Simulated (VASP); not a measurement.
Write the native input for VASP 6.6.1 that does the following.

```
Task                   : single point
Functional             : r2SCAN
Potentials or basis    : VASP PAW PBE potentials, release 64 (Hf_pv, N)
Cutoff                 : 520 eV
k mesh                 : 9 × 9 × 9
Occupations            : fermi-dirac, width 0.05 eV
Spin                   : no spin polarisation
Hubbard terms          : Hf d U = 4.0 eV
Dipole correction      : no
Further INCAR settings : ALGO = Normal; EDIFF = 1e-07; NBANDS = 14
```

The system is HfN.

```
CELL_PARAMETERS angstrom
2.82503 0.00000 0.00000
0.00000 2.82503 0.00000
0.00000 0.00000 2.82503
ATOMIC_POSITIONS crystal
Hf 0.50000 0.50000 0.50000
N 0.00000 0.00000 0.00000
```

The input as run:

POSCAR

```
HfN
1.0
    2.8250300000      0.0000000000      0.0000000000
    0.0000000000      2.8250300000      0.0000000000
    0.0000000000      0.0000000000      2.8250300000
Hf N
1 1
Direct
    0.5000000000      0.5000000000      0.5000000000
    0.0000000000      0.0000000000      0.0000000000
```

INCAR.step1

```
SYSTEM = HfN
PREC = Accurate ; ENCUT = 520
ISMEAR = -1 ; SIGMA = 0.05
LREAL = .False. ; LASPH = .True.
NELM = 150 ; LMAXMIX = 4
LDAU = .True. ; LDAUTYPE = 2
LDAUL = 2 -1 ; LDAUU = 4 0
LDAUJ = 0 0 ; NBANDS = 14
GGA = PE ; ALGO = Normal
EDIFF = 1E-4 ; LWAVE = .True.
LCHARG = .False.
```

INCAR.step2

```
SYSTEM = HfN
PREC = Accurate ; ENCUT = 520
EDIFF = 1E-7 ; ISMEAR = -1
SIGMA = 0.05 ; LREAL = .False.
LASPH = .True. ; NELM = 150
ALGO = Normal ; ISIF = 2
LWAVE = .False. ; LCHARG = .False.
LMAXMIX = 4 ; LDAU = .True.
LDAUTYPE = 2 ; LDAUL = 2 -1
LDAUU = 4 0 ; LDAUJ = 0 0
LDAUPRINT = 1 ; METAGGA = R2SCAN
LMIXTAU = .True. ; NBANDS = 14
ISTART = 1
```

KPOINTS

```
Automatic mesh
0
Gamma
  9 9 9
  0 0 0
```

Potentials or basis: VASP PAW PBE potentials, release 64 (Hf_pv, N).

The run is started by

```bash
$ cat potpaw_PBE.64/Hf_pv/POTCAR potpaw_PBE.64/N/POTCAR > POTCAR
$ cp INCAR.step1 INCAR
$ mpirun -np 1 vasp_std > vasp.out
$ cp INCAR.step2 INCAR
$ mpirun -np 1 vasp_std > vasp.out
```

Results of the run:

```yaml
Pressure: 7.6 GPa
```

Caveat: the PAW data sets were made with another functional, which shifts forces and pressure a little; U without spin polarisation on a metal has little footing.

Wall time 32 s on 1 thread of AMD EPYC 9R45 96-Core Processor (Zen 5) (shared host), peak memory 0.12 GiB.
